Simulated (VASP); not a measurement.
# C13O in VASP: single point with PBE+D3(BJ)

Aim: the single point of C13O with PBE+D3(BJ).

Everything below comes from runs of VASP 6.6.1. Logs are shortened: lines on timing, memory, paths and dates and some standing lists are left out, and cuts for length are marked.

**1. The cell of the first run**

The cell holds a slab with vacuum, 14 atoms: a = 4.261 Å, b = 4.261 Å, c = 21.350 Å, α = 90.00°, β = 90.00°, γ = 120.00°.

**2. Single point, PBE+D3(BJ)**

INCAR

```
SYSTEM = C13O
ALGO = Normal
DIPOL = 0.5 0.5 0.534
EDIFF = 1E-6
ENCUT = 520
GGA = PE
IDIPOL = 3
ISIF = 2
ISMEAR = 0
IVDW = 12
LASPH = .TRUE.
LCHARG = .FALSE.
LDIPOL = .TRUE.
LREAL = .FALSE.
LWAVE = .FALSE.
NBANDS = 42
NELM = 100
PREC = Accurate
SIGMA = 0.05
```

KPOINTS

```
k-points
0
G
  6 6 1
  0 0 0
```

POSCAR

```
C13O
1.0
    3.6900000000      2.1304224933      0.0000000000
   -3.6900000000      2.1304224933      0.0000000000
    0.0000000000      0.0000000000     21.3500000000
C O
13 1
Direct
    0.0000000000      0.0000000000      0.5784543326
    0.3333333333      0.3333333333      0.5784543326
    0.0000000000      0.0000000000      0.4215456674
    0.3333333333      0.0000000000      0.4215456674
    0.3333333333      0.6666666667      0.5784543326
    0.6666666667      1.0000000000      0.5784543326
    0.3333333333      0.6666666667      0.4215456674
    0.6666666667      0.6666666667      0.4215456674
    0.6666666667      0.3333333333      0.5784543326
    1.0000000000      0.6666666667      0.5784543326
    0.6666666667      0.3333333333      0.4215456674
    1.0000000000      0.3333333333      0.4215456674
    0.0732103541      0.2618545816      0.7252454307
    0.2032530316      0.1310274235      0.7534668407
```

Potentials or basis: VASP PAW PBE potentials, release 64 (C, O).

The run is started by

```sh
cat potpaw_PBE.64/C/POTCAR potpaw_PBE.64/O/POTCAR > POTCAR
mpirun -np 1 vasp_std > vasp.out
```

OUTCAR:

```text
SYSTEM = C13O
   EDIFF = 1E-6
   ENCUT = 520
   GGA = PE
   ISIF = 2
   ISMEAR = 0
   IVDW = 12
   LASPH = .TRUE.
   LREAL = .FALSE.
   NELM = 100
   PREC = Accurate
 IVDW          = 12

 ion  position               nearest neighbor table
   1  0.000  0.000  0.578-   2 1.42   6 1.42  10 1.42
   2  0.333  0.333  0.578-   1 1.42   5 1.42   9 1.42
   3  0.000  0.000  0.422-   8 1.42   4 1.42  12 1.42
   4  0.333  0.000  0.422-   3 1.42   7 1.42  11 1.42
   5  0.333  0.667  0.578-  10 1.42   6 1.42   2 1.42
   6  0.667  0.000  0.578-   1 1.42   9 1.42   5 1.42
   7  0.333  0.667  0.422-   4 1.42  12 1.42   8 1.42
   8  0.667  0.667  0.422-   3 1.42   7 1.42  11 1.42
   9  0.667  0.333  0.578-   6 1.42  10 1.42   2 1.42
  10  0.000  0.667  0.578-   1 1.42   5 1.42   9 1.42
  11  0.667  0.333  0.422-  12 1.42   4 1.42   8 1.42
  12  0.000  0.333  0.422-   3 1.42  11 1.42   7 1.42
  13  0.073  0.262  0.725-  14 1.14
  14  0.203  0.131  0.753-  13 1.14

  LATTYP: Found a hexagonal cell.
 ALAT       =     4.2608449866
 C/A-ratio  =     5.0107431899

  Lattice vectors:

 A1 = (   3.6900000000,   2.1304224933,   0.0000000000)
 A2 = (  -3.6900000000,   2.1304224933,   0.0000000000)
 A3 = (   0.0000000000,   0.0000000000,  21.3500000000)

Analysis of symmetry for initial positions (statically):
=====================================================================
 Subroutine PRICEL returns:
 Original cell was already a primitive cell.

 Routine SETGRP: Setting up the symmetry group for a
 hexagonal supercell.

 Subroutine GETGRP returns: Found  1 space group operations
 (whereof  1 operations were pure point group operations)
 out of a pool of 24 trial point group operations.

The static configuration has the point symmetry C_1 .

Analysis of symmetry for dynamics (positions and initial velocities):
=====================================================================
 Subroutine PRICEL returns:
 Original cell was already a primitive cell.

 Routine SETGRP: Setting up the symmetry group for a
 hexagonal supercell.

 Subroutine GETGRP returns: Found  1 space group operations
 (whereof  1 operations were pure point group operations)
 out of a pool of 24 trial point group operations.

The dynamic configuration has the point symmetry C_1 .

 Subroutine INISYM returns: Found  1 space group operations
 (whereof  1 operations are pure point group operations),
 and found     1 'primitive' translations

----------------------------------------------------------------------------------------

                                     Primitive cell

  volume of cell :     335.6758

  direct lattice vectors                    reciprocal lattice vectors
     3.690000000  2.130422493  0.000000000     0.135501355  0.234695231  0.000000000
    -3.690000000  2.130422493  0.000000000    -0.135501355  0.234695231  0.000000000
     0.000000000  0.000000000 21.350000000     0.000000000  0.000000000  0.046838407

  length of vectors
     4.260844987  4.260844987 21.350000000     0.271002710  0.271002710  0.046838407

  position of ions in fractional coordinates (direct lattice)
     0.000000000  0.000000000  0.578454333
     0.333333333  0.333333333  0.578454333
     0.000000000  0.000000000  0.421545667
     0.333333333  0.000000000  0.421545667
     0.333333333  0.666666667  0.578454333
     0.666666667  0.000000000  0.578454333
     0.333333333  0.666666667  0.421545667
     0.666666667  0.666666667  0.421545667
     0.666666667  0.333333333  0.578454333
     0.000000000  0.666666667  0.578454333
     0.666666667  0.333333333  0.421545667
     0.000000000  0.333333333  0.421545667
     0.073210354  0.261854582  0.725245431
     0.203253032  0.131027424  0.753466841

  ion indices of the primitive-cell ions
   primitive index   ion index
                 1           1
                 2           2
                 3           3
                 4           4
                 5           5
                 6           6
                 7           7
                 8           8
                 9           9
                10          10
                11          11
                12          12
                13          13
                14          14

----------------------------------------------------------------------------------------

 KPOINTS: k-points

Automatic generation of k-mesh.
 Grid dimensions read from file:
 generate k-points for:    6    6    1

 Generating k-lattice:

  Cartesian coordinates                     Fractional coordinates (reciprocal lattice)
     0.022583559  0.039115872  0.000000000     0.166666667  0.000000000  0.000000000
    -0.022583559  0.039115872  0.000000000     0.000000000  0.166666667  0.000000000
     0.000000000  0.000000000  0.046838407     0.000000000  0.000000000  1.000000000

  Length of vectors
     0.045167118  0.045167118  0.046838407

  Shift w.r.t. Gamma in fractional coordinates (k-lattice)
     0.000000000  0.000000000  0.000000000

 Subroutine IBZKPT returns following result:
 ===========================================

 Found     20 irreducible k-points:

 Following reciprocal coordinates:
            Coordinates               Weight
  0.000000  0.000000  0.000000      1.000000
  0.166667  0.000000  0.000000      2.000000
  0.000000  0.166667  0.000000      2.000000
 -0.166667  0.166667  0.000000      2.000000
  0.333333 -0.000000  0.000000      2.000000
 -0.000000  0.333333  0.000000      2.000000
[... 12 lines left out ...]
  0.500000 -0.166667  0.000000      2.000000
  0.333333  0.333333  0.000000      2.000000
   k-points           NKPTS =     20   k-points in BZ     NKDIM =     20   number of bands    NBANDS=     42
   number of dos      NEDOS =    301   number of ions     NIONS =     14
   total plane-waves  NPLWV = 163840
   dimension x,y,z NGX =    32 NGY =   32 NGZ =  160
   dimension x,y,z NGXF=    64 NGYF=   64 NGZF=  320
   ions per type =              13   1
   NGX,Y,Z   is equivalent  to a cutoff of  12.49, 12.49, 12.46 a.u.
   NGXF,Y,Z  is equivalent  to a cutoff of  24.97, 24.97, 24.92 a.u.
 SYSTEM =  C13O
   PREC   = accura    normal or accurate (medium, high low for compatibility)
   ISTART =      0    job   : 0-new  1-cont  2-samecut
   ICHARG =      2    charge: 1-file 2-atom 10-const
   ISPIN  =      1    spin polarized calculation?
   LNONCOLLINEAR =      F non collinear calculations
   LSORBIT =      F    spin-orbit coupling
   LASPH  =      T    aspherical Exc in radial PAW
   ENCUT  =  520.0 eV  38.22 Ry    6.18 a.u.   7.92  7.92 39.70*2*pi/ulx,y,z
   NELM   =    100;   NELMIN=  2; NELMDL= -5     # of ELM steps
   EDIFF  = 0.1E-05   stopping-criterion for ELM
   LREAL  =      F    real-space projection
   EDIFFG = 0.1E-04   stopping-criterion for IOM
   NSW    =      0    number of steps for IOM
   IBRION =     -1    ionic relax: 0-MD 1-quasi-New 2-CG
   NFREE  =      0    steps in history (QN), initial steepest desc. (CG)
   ISIF   =      2    stress and relaxation
   ISYM   =      2    0-nonsym 1-usesym 2-fastsym
   POTIM  = 0.5000    time-step for ionic-motion
   TEBEG  =    0.0;   TEEND  =   0.0 temperature during run
   PSTRESS=    0.0 pullay stress
   NELECT =      58.0000    total number of electrons
   NUPDOWN=      -1.0000    fix difference up-down
   EMIN   =  10.00;   EMAX   =-10.00  energy-range for DOS
   EFERMI =   0.00;   METHOD = LEGACY
   ISMEAR =     0;   SIGMA  =   0.05  broadening in eV -4-tet -1-fermi 0-gaus
   EFERMI_NEDOS =   21; number of points for ismear=-14 and -15
   IALGO  =     38    algorithm
   IMIX   =      4    mixing-type and parameters
     AMIX     =   0.40;   BMIX     =  1.00
     AMIX_MAG =   1.60;   BMIX_MAG =  1.00
  volume/ion in A,a.u.               =      23.98       161.80
  Fermi-wavevector in a.u.,A,eV,Ry     =   0.911824  1.723097 11.312187  0.831422
  Thomas-Fermi vector in A             =   2.036148
   LORBIT       =      0    0 simple, 1 ext, 2 COOP (PROOUT), +10 PAW based schemes
   GGA     = PE    functional components
   LHFCALC =     F    Hartree Fock is set to
   AEXX    =    0.0000 exact exchange contribution
   IVDW    =    12    specifies the selected vdW correction
   LEPSILON=     F    determine dielectric tensor
   LRPA    =     F    only Hartree local field effects (RPA)
 non-spin polarized calculation
 Gauss-broadening in eV      SIGMA  =   0.05
  energy-cutoff  :      520.00
  volume of cell :      335.68
 maximum number of plane-waves:      9078
   NGX = 15   NGY = 15   NGZ = 79

 dipolmoment           0.000000      0.000000     -0.001018 electrons x Angstroem

 number of electron      57.9999999 magnetization

 dipolmoment           0.000000      0.000000      0.006788 electrons x Angstroem

 Free energy of the ion-electron system (eV)
  ---------------------------------------------------
  ext. energy  EPLUGINS =         0.00000000
  ---------------------------------------------------
  free energy    TOTEN  =      -125.36021764 eV

  energy without entropy =     -125.35714914  energy(sigma->0) =     -125.35868339

 E-fermi :  -1.0004     XC(G=0):  -4.5300

 val. band max:       -1.0114170225   @ k =   0.0000   0.0000   0.0000
 cond. band min:      -0.9997763607   @ k =   0.0000   0.0000   0.0000
 fundamental gap:      0.0116406618
 Fermi energy:        -1.0004024350

 k-point     1 :       0.0000    0.0000    0.0000
  band No.  band energies     occupation
      1     -25.9498      2.00000
      2     -20.6349      2.00000
      3     -20.4826      2.00000
      4     -13.6491      2.00000
      5     -13.6460      2.00000
      6     -13.6033      2.00000
[... 869 lines left out ...]
     40       6.1106      0.00000
     41       6.1252      0.00000
 [bands above 41 left out]

------------------------ aborting loop because EDIFF is reached ----------------------------------------

 vacuum level on the upper side and lower side of the slab       (xc-potential included)        -0.149        -0.208

 Edisp (eV)   -1.62732

 E8    (eV) :    -0.4780

  FORCE on cell =-STRESS in cart. coord.  units (eV):
  Direction    XX          YY          ZZ          XY          YZ          ZX
  --------------------------------------------------------------------------------------
  -------------------------------------------------------------------------------------
  Total       3.02018     2.26629     0.20065    -0.00215    -0.00039     0.47426
  in kB      14.41528    10.81698     0.95771    -0.01025    -0.00188     2.26363
  external pressure =        8.73 kB  Pullay stress =        0.00 kB

 VOLUME and BASIS-vectors are now :
 -----------------------------------------------------------------------------
  energy-cutoff  :      520.00
  volume of cell :      335.68
      direct lattice vectors                 reciprocal lattice vectors
     3.690000000  2.130422493  0.000000000     0.135501355  0.234695231  0.000000000
    -3.690000000  2.130422493  0.000000000    -0.135501355  0.234695231  0.000000000
     0.000000000  0.000000000 21.350000000     0.000000000  0.000000000  0.046838407

 POSITION                                       TOTAL-FORCE (eV/Angst)
 -----------------------------------------------------------------------------------
      0.00000      0.00000     12.35000        -0.001818     -0.000130     -0.027509
      0.00000      1.42028     12.35000         0.000472      0.008616      0.006626
      0.00000      0.00000      9.00000        -0.000155      0.000045      0.015622
      1.23000      0.71014      9.00000         0.000499      0.000602     -0.016585
     -1.23000      2.13042     12.35000        -0.004137     -0.007007     -0.011137
      2.46000      1.42028     12.35000        -0.012927      0.004854      0.022131
     -1.23000      2.13042      9.00000        -0.000070     -0.000206      0.016015
      0.00000      2.84056      9.00000         0.000297     -0.000625     -0.016440
      1.23000      2.13042     12.35000         0.006362      0.006854     -0.010142
     -2.46000      1.42028     12.35000         0.012390     -0.013306      0.022298
      1.23000      2.13042      9.00000         0.000215      0.000044      0.015988
     -1.23000      0.71014      9.00000        -0.000770      0.000093     -0.017505
     -0.69610      0.71383     15.48399        -0.799322      0.001419     -0.500716
      0.26651      0.71216     16.08652         0.798962     -0.001255      0.501354
 -----------------------------------------------------------------------------------
    total drift:                               -0.000175      0.000072      0.000351

  FREE ENERGIE OF THE ION-ELECTRON SYSTEM (eV)
  ---------------------------------------------------
  free  energy   TOTEN  =      -126.9875369852 eV

  energy  without entropy=     -126.9844684832  energy(sigma->0) =     -126.98600273

 vacuum level on the upper side and lower side of the slab         3.178         3.117
```

Run time: 4.6 min. Hardware: 1 thread of Intel Xeon 6975P-C (Granite Rapids), shared host; peak memory 0.52 GiB.

What came out:

| Property | Result |
| --- | --- |
| Free energy | -126.9875 eV |
| Largest force | 0.943 eV/Å |
| Band gap on the k mesh | zero (filled and empty bands touch) |
| Dispersion energy per atom | -0.116 eV |

Forces in eV/Å, atoms in the order of the input:
```
C   -0.002  0.000 -0.028
C    0.000  0.009  0.007
C    0.000  0.000  0.016
C    0.000  0.001 -0.017
C   -0.004 -0.007 -0.011
C   -0.013  0.005  0.022
C    0.000  0.000  0.016
C    0.000 -0.001 -0.016
C    0.006  0.007 -0.010
C    0.012 -0.013  0.022
C    0.000  0.000  0.016
C   -0.001  0.000 -0.018
C   -0.799  0.001 -0.501
O    0.799 -0.001  0.501
```
